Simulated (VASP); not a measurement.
Here is a VASP 6.6.1 calculation.

File INCAR:

```
SYSTEM = PbO3
PREC     = Accurate       ! precision mode
ENCUT    = 600            ! plane-wave cutoff, eV
EDIFF    = 1E-6           ! SCF threshold, eV
ISMEAR   = 0              ! smearing method
SIGMA    = 0.1            ! smearing width, eV
LREAL    = .False.        ! projectors in reciprocal space
LASPH    = .True.         ! aspherical terms in the spheres
NELM     = 80             ! most SCF steps
ALGO     = Normal         ! electronic algorithm
ISIF     = 3              ! what is computed and relaxed
LWAVE    = .False.        ! write WAVECAR
LCHARG   = .False.        ! write CHGCAR
GGA      = PE             ! functional
IBRION   = 2              ! ionic algorithm
NSW      = 90             ! ionic steps
EDIFFG   = -0.04          ! ionic threshold
```

The input KPOINTS:

```
Automatic mesh
0
Gamma
  6 6 6
  0 0 0
```

POSCAR

```
PbO3
1.0
    0.0000000000      2.8663187300      2.8663187300
    2.8663187300      0.0000000000      2.8663187300
    2.8663187300      2.8663187300      0.0000000000
Pb O
1 3
Direct
    0.0000000000      0.0000000000      0.0000000000
    0.2500000000      0.2500000000      0.2500000000
    0.7500000000      0.7500000000      0.7500000000
    0.5000000000      0.5000000000      0.5000000000
```

Potentials or basis: VASP PAW PBE potentials, release 64 (Pb_d, O).

Command:

```console
$ cat potpaw_PBE.64/Pb_d/POTCAR potpaw_PBE.64/O/POTCAR > POTCAR
$ mpirun -np 1 vasp_std > vasp.out
```

(1) What does it give for the relaxed cell?

(2) Estimate the space group after relaxing (to 0.05 Å).

Answers

(1) a = 3.971 Å, b = 3.971 Å, c = 3.971 Å, α = 60.00°, β = 60.00°, γ = 60.00°.

(2) Fm-3m (No. 225).
